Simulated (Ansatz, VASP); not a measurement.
## BaY: VASP beside Ansatz

File INCAR:

```
ALGO = Normal
EDIFF = 1E-7
ENCUT = 520
GGA = PE
ISIF = 2
ISMEAR = -1
LASPH = True
LCHARG = False
LREAL = False
LWAVE = False
NBANDS = 18
NELM = 100
PREC = Accurate
SIGMA = 0.05
```

Contents of KPOINTS:

```
k-points
0
Gamma
  6 6 6
```

Contents of POSCAR:

```
BaY
1.0
    4.2838739975      0.0000000000      0.0000000000
    0.0000000000      4.2838739975      0.0000000000
    0.0000000000      0.0000000000      4.5050620744
Ba Y
1 1
Direct
    0.0000000000      0.0000000000      0.0000000000
    0.5000000000      0.5000000000      0.5000000000
```

Contents of input.yaml:

```yaml
crystal:
  lattice:
    - [4.2838739975, 0.0, 0.0]
    - [0.0, 4.2838739975, 0.0]
    - [0.0, 0.0, 4.5050620744]
  atoms:
    - { symbol: Ba, position: [0.0, 0.0, 0.0] }
    - { symbol: "Y", position: [0.5, 0.5, 0.5] }
kpoints:
  mp_grid: { grid: [6, 6, 6] }
scf:
  occupations: { method: fermi_dirac, width: 0.05 }
hamiltonian:
  xc: pbe
  pseudopotentials: { kind: all_electron, lapw: { basis_error: 0.0005 } }
output:
  forces: true
  stress: true
  eigenvalues: true
```

Change from the starting cell: volume scaled by 1.02.

Alike in both runs: task single point; functional PBE; k mesh 6 × 6 × 6; occupations fermi-dirac, width 0.05 eV; no spin polarisation.

|  | VASP | Ansatz |
| --- | --- | --- |
| version | VASP 6.6.1 | Ansatz 0.2.0 |
| potentials or method | VASP PAW PBE potentials, release 64 (Ba_sv, Y_sv), cutoff 520 eV | all-electron LAPW, scalar-relativistic |

|  | VASP | Ansatz | Ansatz less VASP |
| --- | --- | --- | --- |
| gap on the k mesh at the Fermi level (eV) | none | none | - |
| pressure (GPa) | 1.0 | 0.8 | -0.17 |
| traceless stress, the component that is largest in VASP (GPa) | -0.24 | -0.27 | -0.031 |

A gap of «none» marks a metal or a gap that the smearing closes. Ansatz ran all-electron here, and VASP with PAW potentials.

Neither program's run includes spin-orbit coupling.
